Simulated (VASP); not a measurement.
# SiNi2 (P6_3/mmc) in VASP: further runs

SiNi2 is run at these levels: r2SCAN; tasks: single point.

Program: VASP 6.6.1. These are calculated values, not measurements. Logs are shortened: lines on timing, memory, paths and dates and some standing lists are left out, and cuts for length are marked.

### Step 1. The cell of the first run

Symmetry: P6_3/mmc, No. 194, hexagonal system. The conventional cell has a = 3.804 Å, b = 3.804 Å, c = 4.810 Å, α = 90.00°, β = 90.00°, γ = 120.00°. Within 2.9 Å of Si (site symmetry -6m2) lie 11 Ni at 2.20 to 2.50 Å. Ni (site symmetry -3m) has 8 Ni at 2.40 to 2.50 Å and 6 Si at 2.50 Å within 3.2 Å. Within 2.9 Å of Ni (site symmetry -6m2) lie 5 Si at 2.20 to 2.40 Å and 6 Ni at 2.50 Å.

### Step 2. Single point, r2SCAN

POSCAR

```
SiNi2
1.0
    3.8043613730      0.0000000000      0.0000000000
   -1.9021806865      3.2946735942      0.0000000000
    0.0000000000      0.0000000000      4.8096741259
Si Ni
2 4
Direct
    0.3333333333      0.6666666667      0.7500000000
    0.6666666667      0.3333333333      0.2500000000
    0.0000000000      0.0000000000      0.0000000000
    0.0000000000      0.0000000000      0.5000000000
    0.3333333333      0.6666666667      0.2500000000
    0.6666666667      0.3333333333      0.7500000000
```

INCAR.step1

```
PREC = Accurate
ENCUT = 520
ISMEAR = 0
SIGMA = 0.1
LREAL = F
LASPH = T
NELM = 80
NBANDS = 33
GGA = PE
ALGO = Normal
EDIFF = 1E-4
LWAVE = T
LCHARG = F
```

INCAR.step2

```
PREC = Accurate
ENCUT = 520
EDIFF = 1E-6
ISMEAR = 0
SIGMA = 0.1
LREAL = F
LASPH = T
NELM = 80
ALGO = Normal
ISIF = 2
LWAVE = F
LCHARG = F
METAGGA = R2SCAN
LMIXTAU = T
NBANDS = 33
ISTART = 1
```

KPOINTS

```
Automatic mesh
0
Gamma
  12 12 8
```

Potentials or basis: VASP PAW PBE potentials, release 64 (Si, Ni).

Command:

```
$ cat potpaw_PBE.64/Si/POTCAR potpaw_PBE.64/Ni/POTCAR > POTCAR
$ cp INCAR.step1 INCAR
$ mpirun -np 1 vasp_std > vasp.out
$ cp INCAR.step2 INCAR
$ mpirun -np 1 vasp_std > vasp.out
```

OUTCAR:

```text
PREC = Accurate
   ENCUT = 520
   EDIFF = 1E-6
   ISMEAR = 0
   LREAL = F
   LASPH = T
   NELM = 80
   ISIF = 2
   METAGGA = R2SCAN
   ISTART = 1

 ion  position               nearest neighbor table
   1  0.333  0.667  0.750-   6 2.20   6 2.20   6 2.20   5 2.40   5 2.40   3 2.50   4 2.50   4 2.50
                             3 2.50   4 2.50   3 2.50
   2  0.667  0.333  0.250-   5 2.20   5 2.20   5 2.20   6 2.40   6 2.40   3 2.50   4 2.50   3 2.50
                             4 2.50   3 2.50   4 2.50
   3  0.000  0.000  0.000-   4 2.40   4 2.40   1 2.50   5 2.50   6 2.50   2 2.50   2 2.50   6 2.50
                             1 2.50   5 2.50   2 2.50   6 2.50   1 2.50   5 2.50
   4  0.000  0.000  0.500-   3 2.40   3 2.40   1 2.50   5 2.50   6 2.50   2 2.50   2 2.50   6 2.50
                             1 2.50   5 2.50   2 2.50   6 2.50   1 2.50   5 2.50
   5  0.333  0.667  0.250-   2 2.20   2 2.20   2 2.20   1 2.40   1 2.40   3 2.50   4 2.50   4 2.50
                             3 2.50   4 2.50   3 2.50
   6  0.667  0.333  0.750-   1 2.20   1 2.20   1 2.20   2 2.40   2 2.40   3 2.50   4 2.50   3 2.50
                             4 2.50   3 2.50   4 2.50

  LATTYP: Found a hexagonal cell.
 ALAT       =     3.8043613730
 C/A-ratio  =     1.2642526969

  Lattice vectors:

 A1 = (   3.8043613730,   0.0000000000,   0.0000000000)
 A2 = (  -1.9021806865,   3.2946735942,   0.0000000000)
 A3 = (   0.0000000000,   0.0000000000,   4.8096741259)

Analysis of symmetry for initial positions (statically):
=====================================================================
 Subroutine PRICEL returns:
 Original cell was already a primitive cell.

 Routine SETGRP: Setting up the symmetry group for a
 hexagonal supercell.

 Subroutine GETGRP returns: Found 24 space group operations
 (whereof 12 operations were pure point group operations)
 out of a pool of 24 trial point group operations.

The static configuration has the point symmetry D_3d.
 The point group associated with its full space group is D_6h.

Analysis of symmetry for dynamics (positions and initial velocities):
=====================================================================
 Subroutine PRICEL returns:
 Original cell was already a primitive cell.

 Routine SETGRP: Setting up the symmetry group for a
 hexagonal supercell.

 Subroutine GETGRP returns: Found 24 space group operations
 (whereof 12 operations were pure point group operations)
 out of a pool of 24 trial point group operations.

The dynamic configuration has the point symmetry D_3d.
 The point group associated with its full space group is D_6h.

 Subroutine INISYM returns: Found 24 space group operations
 (whereof 12 operations are pure point group operations),
 and found     1 'primitive' translations

----------------------------------------------------------------------------------------

                                     Primitive cell

  volume of cell :      60.2851

  direct lattice vectors                    reciprocal lattice vectors
     3.804361373  0.000000000  0.000000000     0.262856207  0.151760102  0.000000000
    -1.902180686  3.294673594  0.000000000     0.000000000  0.303520204  0.000000000
     0.000000000  0.000000000  4.809674126     0.000000000  0.000000000  0.207914294

  length of vectors
     3.804361373  3.804361373  4.809674126     0.303520204  0.303520204  0.207914294

  position of ions in fractional coordinates (direct lattice)
     0.333333333  0.666666667  0.750000000
     0.666666667  0.333333333  0.250000000
     0.000000000  0.000000000  0.000000000
     0.000000000  0.000000000  0.500000000
     0.333333333  0.666666667  0.250000000
     0.666666667  0.333333333  0.750000000

  ion indices of the primitive-cell ions
   primitive index   ion index
                 1           1
                 2           2
                 3           3
                 4           4
                 5           5
                 6           6

----------------------------------------------------------------------------------------

 KPOINTS: Automatic mesh

Automatic generation of k-mesh.
 Grid dimensions read from file:
 generate k-points for:   12   12    8

 Generating k-lattice:

  Cartesian coordinates                     Fractional coordinates (reciprocal lattice)
     0.021904684  0.012646675  0.000000000     0.083333333  0.000000000  0.000000000
     0.000000000  0.025293350  0.000000000     0.000000000  0.083333333  0.000000000
     0.000000000  0.000000000  0.025989287     0.000000000  0.000000000  0.125000000

  Length of vectors
     0.025293350  0.025293350  0.025989287

  Shift w.r.t. Gamma in fractional coordinates (k-lattice)
     0.000000000  0.000000000  0.000000000

 Subroutine IBZKPT returns following result:
 ===========================================

 Found     95 irreducible k-points:

 Following reciprocal coordinates:
            Coordinates               Weight
  0.000000  0.000000  0.000000      1.000000
  0.083333 -0.000000  0.000000      6.000000
  0.166667 -0.000000  0.000000      6.000000
  0.250000  0.000000  0.000000      6.000000
  0.333333 -0.000000  0.000000      6.000000
  0.416667  0.000000  0.000000      6.000000
[... 16 lines left out ...]
  0.250000  0.000000  0.125000     12.000000
  0.333333 -0.000000  0.125000     12.000000
 [... further k-points ...]
   k-points           NKPTS =     95   k-points in BZ     NKDIM =     95   number of bands    NBANDS=     33
   number of dos      NEDOS =    301   number of ions     NIONS =      6
   total plane-waves  NPLWV =  28224
   dimension x,y,z NGX =    28 NGY =   28 NGZ =   36
   dimension x,y,z NGXF=    56 NGYF=   56 NGZF=   72
   ions per type =               2   4
   NGX,Y,Z   is equivalent  to a cutoff of  12.24, 12.24, 12.44 a.u.
   NGXF,Y,Z  is equivalent  to a cutoff of  24.47, 24.47, 24.89 a.u.
 SYSTEM =  unknown system
   PREC   = accura    normal or accurate (medium, high low for compatibility)
   ISTART =      1    job   : 0-new  1-cont  2-samecut
   ICHARG =      0    charge: 1-file 2-atom 10-const
   ISPIN  =      1    spin polarized calculation?
   LNONCOLLINEAR =      F non collinear calculations
   LSORBIT =      F    spin-orbit coupling
   LASPH  =      T    aspherical Exc in radial PAW
   ENCUT  =  520.0 eV  38.22 Ry    6.18 a.u.   7.07  7.07  8.94*2*pi/ulx,y,z
   NELM   =     80;   NELMIN=  2; NELMDL=  0     # of ELM steps
   EDIFF  = 0.1E-05   stopping-criterion for ELM
   LREAL  =      F    real-space projection
   EDIFFG = 0.1E-04   stopping-criterion for IOM
   NSW    =      0    number of steps for IOM
   IBRION =     -1    ionic relax: 0-MD 1-quasi-New 2-CG
   NFREE  =      0    steps in history (QN), initial steepest desc. (CG)
   ISIF   =      2    stress and relaxation
   ISYM   =      2    0-nonsym 1-usesym 2-fastsym
   POTIM  = 0.5000    time-step for ionic-motion
   TEBEG  =    0.0;   TEEND  =   0.0 temperature during run
   PSTRESS=    0.0 pullay stress
   NELECT =      48.0000    total number of electrons
   NUPDOWN=      -1.0000    fix difference up-down
   EMIN   =  10.00;   EMAX   =-10.00  energy-range for DOS
   EFERMI =   0.00;   METHOD = LEGACY
   ISMEAR =     0;   SIGMA  =   0.10  broadening in eV -4-tet -1-fermi 0-gaus
   EFERMI_NEDOS =   21; number of points for ismear=-14 and -15
   IALGO  =     38    algorithm
   IMIX   =      4    mixing-type and parameters
     AMIX     =   0.40;   BMIX     =  1.00
     AMIX_MAG =   1.60;   BMIX_MAG =  1.00
  volume/ion in A,a.u.               =      10.05        67.80
  Fermi-wavevector in a.u.,A,eV,Ry     =   1.517348  2.867373 31.325321  2.302346
  Thomas-Fermi vector in A             =   2.626616
   LORBIT       =      0    0 simple, 1 ext, 2 COOP (PROOUT), +10 PAW based schemes
   METAGGA = R2SCAN    functional components
   LHFCALC =     F    Hartree Fock is set to
   AEXX    =    0.0000 exact exchange contribution
   IVDW    =     0    specifies the selected vdW correction
   LEPSILON=     F    determine dielectric tensor
   LRPA    =     F    only Hartree local field effects (RPA)
 non-spin polarized calculation
 Gauss-broadening in eV      SIGMA  =   0.10
  energy-cutoff  :      520.00
  volume of cell :       60.29
 maximum number of plane-waves:      1656
   NGX = 15   NGY = 15   NGZ = 17

 number of electron      47.9999974 magnetization

 Free energy of the ion-electron system (eV)
  ---------------------------------------------------
  ext. energy  EPLUGINS =         0.00000000
  ---------------------------------------------------
  free energy    TOTEN  =       -68.09367873 eV

  energy without entropy =      -68.07804123  energy(sigma->0) =      -68.08585998

 E-fermi :  12.2710     XC(G=0): -14.5093

 val. band max:       12.2652493728   @ k =   0.2500   0.0000   0.3750
 cond. band min:      12.2821643042   @ k =   0.1667  -0.0000   0.0000
 fundamental gap:      0.0169149314
 Fermi energy:        12.2710124399

 k-point     1 :       0.0000    0.0000    0.0000
  band No.  band energies     occupation
      1      -1.6394      2.00000
      2       3.4227      2.00000
      3       4.9827      2.00000
      4       6.4367      2.00000
      5       6.4367      2.00000
      6       7.7966      2.00000
[... 25 lines left out ...]
     32      18.9963      0.00000
     33      21.3145      0.00000

 k-point     2 :       0.0833   -0.0000    0.0000
  band No.  band energies     occupation
      1      -1.5400      2.00000
      2       3.4339      2.00000
      3       5.0511      2.00000
      4       6.4316      2.00000
      5       6.4895      2.00000
      6       7.4464      2.00000
[... 25 lines left out ...]
     32      19.5075      0.00000
     33      20.6443      0.00000
[... 754 lines left out ...]
     32      19.7896      0.00000
     33      20.4310      0.00000

 k-point    24 :       0.3333   -0.0000    0.1250
  band No.  band energies     occupation
      1      -0.0201      2.00000
      2       3.0599      2.00000
      3       4.9751      2.00000
      4       5.9714      2.00000
      5       7.1828      2.00000
      6       7.2305      2.00000
[... 25 lines left out ...]
     32      20.4056      0.00000
     33      21.2879      0.00000

 [... further k-points ...]

------------------------ aborting loop because EDIFF is reached ----------------------------------------

  FORCE on cell =-STRESS in cart. coord.  units (eV):
  Direction    XX          YY          ZZ          XY          YZ          ZX
  --------------------------------------------------------------------------------------
  -------------------------------------------------------------------------------------
  Total        5.7754701      5.7754701      5.7314534      0.0000000     -0.0000000      0.0000000
  in kB      153.4928363    153.4928363    152.3230184      0.0000000     -0.0000000      0.0000000
  external PRESSURE =     153.1028970 kB  Pullay stress =       0.0000000 kB

 VOLUME and BASIS-vectors are now :
 -----------------------------------------------------------------------------
  energy-cutoff  :      520.00
  volume of cell :       60.29
      direct lattice vectors                 reciprocal lattice vectors
     3.804361373  0.000000000  0.000000000     0.262856207  0.151760102  0.000000000
    -1.902180686  3.294673594  0.000000000     0.000000000  0.303520204  0.000000000
     0.000000000  0.000000000  4.809674126     0.000000000  0.000000000  0.207914294

 POSITION                                       TOTAL-FORCE (eV/Angst)
 -----------------------------------------------------------------------------------
     -0.00000      2.19645      3.60726        -0.000000      0.000000      0.000000
      1.90218      1.09822      1.20242         0.000000      0.000000      0.000000
      0.00000      0.00000      0.00000         0.000000      0.000000      0.000000
      0.00000      0.00000      2.40484         0.000000      0.000000      0.000000
     -0.00000      2.19645      1.20242         0.000000     -0.000000      0.000000
      1.90218      1.09822      3.60726        -0.000000      0.000000      0.000000
 -----------------------------------------------------------------------------------
    total drift:                                0.000000     -0.000000      0.000000

  FREE ENERGIE OF THE ION-ELECTRON SYSTEM (eV)
  ---------------------------------------------------
  free  energy   TOTEN  =       -68.0936787349 eV

  energy  without entropy=      -68.0780412316  energy(sigma->0) =      -68.08585998
```

It took 11 min on 1 thread of Intel Xeon 6975P-C, shared host; peak memory 0.28 GiB.

What came out:

```yaml
Free_energy: -68.0937 eV
Pressure: 15.3 GPa
Band_gap_on_the_k_mesh: zero (band 24 reaches 15.50 eV, above the bottom of band 25 at 11.63 eV)
```

Stress tensor (GPa, compression positive):
```
15.35  0.00  0.00
 0.00 15.35  0.00
 0.00  0.00 15.23
```

Caveat: the PAW data sets were made with another functional, which shifts forces and pressure a little.

### Step 3. Single point, r2SCAN

This run uses another cell than the first one, of 10.30 Å³/atom, 1.025 times its volume.

POSCAR, as its differences from that of step 2:

```diff
@@ -2,5 +2,5 @@
 1.0
-    3.8043613730      0.0000000000      0.0000000000
-   -1.9021806865      3.2946735942      0.0000000000
-    0.0000000000      0.0000000000      4.8096741259
+    3.8328261601      0.0000000000      0.0000000000
+   -1.9164130801      3.3193248229      0.0000000000
+    0.0000000000      0.0000000000      4.8592259689
 Si Ni
```

INCAR.step1

```
SYSTEM = SiNi2
  PREC = Accurate
  ENCUT = 520
  ISMEAR = 0
  SIGMA = 0.1
  LREAL = .False.
  LASPH = .True.
  NELM = 60
  NBANDS = 33
  GGA = PE
  ALGO = Normal
  EDIFF = 1E-4
  LWAVE = .True.
  LCHARG = .False.
```

INCAR.step2

```
SYSTEM = SiNi2
  PREC = Accurate
  ENCUT = 520
  EDIFF = 1E-6
  ISMEAR = 0
  SIGMA = 0.1
  LREAL = .False.
  LASPH = .True.
  NELM = 60
  ALGO = Normal
  ISIF = 2
  LWAVE = .False.
  LCHARG = .False.
  METAGGA = R2SCAN
  LMIXTAU = .True.
  NBANDS = 33
  ISTART = 1
```

KPOINTS

```
Automatic mesh
0
Gamma
  12 12 8
  0 0 0
```

Potentials or basis: VASP PAW PBE potentials, release 64 (Si, Ni).

Command:

```
$ cat potpaw_PBE.64/Si/POTCAR potpaw_PBE.64/Ni/POTCAR > POTCAR
$ cp INCAR.step1 INCAR
$ mpirun -np 1 vasp_std > vasp.out
$ cp INCAR.step2 INCAR
$ mpirun -np 1 vasp_std > vasp.out
```

Run time: 10 min. Hardware: 1 thread of Intel Xeon 6975P-C, shared host; peak memory 0.29 GiB.

The run converged. Its results:

```yaml
Free_energy: -68.2060 eV
Pressure: 7.9 GPa
Band_gap_on_the_k_mesh: zero (band 24 reaches 15.03 eV, above the bottom of band 25 at 11.23 eV)
```

Stress tensor (GPa, compression positive):
```
7.91 0.00 0.00
0.00 7.91 0.00
0.00 0.00 7.81
```

Levels at points of the mesh, in eV from the Fermi level:
| k point | band 22 | band 23 | band 24 | band 25 | band 26 | band 27 |
| --- | --- | --- | --- | --- | --- | --- |
| (0.00, 0.00, 0.00) | -0.69 | 0.13 | 2.88 | 2.88 | 3.05 | 3.05 |
| (0.50, 0.00, 0.00) | -1.34 | -1.14 | -0.75 | -0.63 | 1.49 | 1.98 |
| (0.00, 0.00, 0.50) | -1.38 | 2.67 | 2.67 | 3.55 | 3.55 | 3.55 |
| (0.50, 0.00, 0.50) | -1.39 | -0.99 | -0.99 | 1.03 | 1.03 | 3.29 |

Caveat: the PAW data sets were made with another functional, which shifts forces and pressure a little.
